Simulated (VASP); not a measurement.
Runs of VASP 6.6.1 on TiO2. The structure is that of space group I4_1/amd (No. 141), or close to it. The cells are those of the table. 

```tsv
task	level	potentials or basis	cell	cutoff (eV)	gap on the mesh (eV)	pressure (GPa)	largest force (eV/Å)
band structure	PBE	VASP PAW PBE potentials, release 64 (Ti_sv, O)	a = 5.473 Å, angles 139.7, 139.7, 58.3°, 6 atoms	520	2.14	6.5	0.11
band structure	TB-mBJ	VASP PAW PBE potentials, release 64 (Ti_sv, O)	a = 5.473 Å, angles 139.7, 139.7, 58.3°, 6 atoms	520	(b)	-	-
relaxation of cell and atoms	PBEsol	VASP PAW PBE potentials, release 64 (Ti_sv, O)	relaxed from a = 5.458 Å, angles 139.4, 139.4, 58.7°, 6 atoms	600	2.09	0.0	-
band structure	LDA	VASP PAW LDA potentials, release 64 (Ti_sv, O)	a = 5.473 Å, angles 139.7, 139.7, 58.3°, 6 atoms	520	(a)	-4.9	0.10
relaxation of cell and atoms	PBEsol	VASP PAW PBE potentials, release 64 (Ti_sv, O)	relaxed from a = 5.473 Å, angles 139.7, 139.7, 58.3°, 6 atoms	600	2.09	0.0	-
```

Alike in all rows: no spin polarisation; k mesh 10 × 10 × 10; smearing gaussian 0.03 eV.

**Question.** Fill in the values left out.

**Answer.** (a) 2.03; (b) 3.17.

Caveats: the PAW data sets were made with another functional, which shifts forces and pressure a little (at least some runs); the cell stands under pressure (at least some runs); the cell stands under tension (at least some runs); the relaxation stopped at its first step, so nothing moved (at least some runs).

A k mesh can miss the band edges.
